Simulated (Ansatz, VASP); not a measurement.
# Two plane-wave programs on BaRe

```xyz
2
Lattice="3.5664 0.0000 0.0000 0.0000 3.5664 0.0000 0.0000 0.0000 3.5664" Properties=species:S:1:pos:R:3 pbc="T T T"
Ba    0.0000    0.0000    0.0000
Re    1.7832    1.7832    1.7832
```

Alike in both runs: task single point; functional PBEsol; k mesh 8 × 8 × 8; occupations gaussian, width 0.05 eV; no spin polarisation.

|  | VASP | Ansatz |
| --- | --- | --- |
| version | VASP 6.6.1 | Ansatz 0.2.0 |
| potentials or method | VASP PAW PBE potentials, release 64 (Ba_sv, Re_sv_GW), cutoff 500 eV | scalar-relativistic, plane waves, PAW |
| valence electrons in the cell | 25 | 25 |

|  | VASP | Ansatz | Ansatz less VASP |
| --- | --- | --- | --- |
| gap on the k mesh at the Fermi level (eV) | none | none | - |
| pressure (GPa) | 5.3 | 3.0 | -2.34 |

VASP's potentials were made for PBE, not for PBEsol. A gap of «none» marks a metal or a gap that the smearing closes. The functional is the same, so the differences come from potentials, cutoffs and numerics.

Spin-orbit coupling is off throughout.
